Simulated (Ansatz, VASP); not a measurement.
## Two plane-wave programs on Pd

```
Pd
1.0
     2.91352    0.00000    0.00000
    -1.45676    2.52318    0.00000
     0.00000    0.00000    9.63672
Pd
4
Direct
  0.00000 0.00000 0.00000
  0.00000 0.00000 0.50000
  0.33333 0.66667 0.25000
  0.66667 0.33333 0.75000
```

Alike in both runs: task single point; functional RPBE; k mesh 14 × 14 × 4; occupations fermi-dirac, width 0.05 eV; collinear spin.

```csv
,VASP,Ansatz
version,VASP 6.6.1,Ansatz 0.2.0
potentials or method,"VASP PAW PBE potentials, release 64 (Pd), cutoff 520 eV","plane waves (420 eV) with PAW, scalar-relativistic"
valence electrons in the cell,40,72
```

|  | VASP | Ansatz | Ansatz less VASP |
| --- | --- | --- | --- |
| pressure (GPa) | -12.0 | -11.8 | +0.12 |
| traceless stress, the component that is largest in VASP (GPa) | -0.30 | -0.28 | +0.016 |
| net moment per atom (μB) | 0.41 | 0.41 | 0.000 |
| size of the moment on the site where the two differ most (μB) | 0.41 | 0.42 | +0.007 |

VASP's potentials were made for PBE, not for RPBE. Site moments also hang on the region over which each program counts them. VASP's potentials hold 40 valence electrons a cell and Ansatz's 72, so a difference there can come from the potentials and not from the codes.
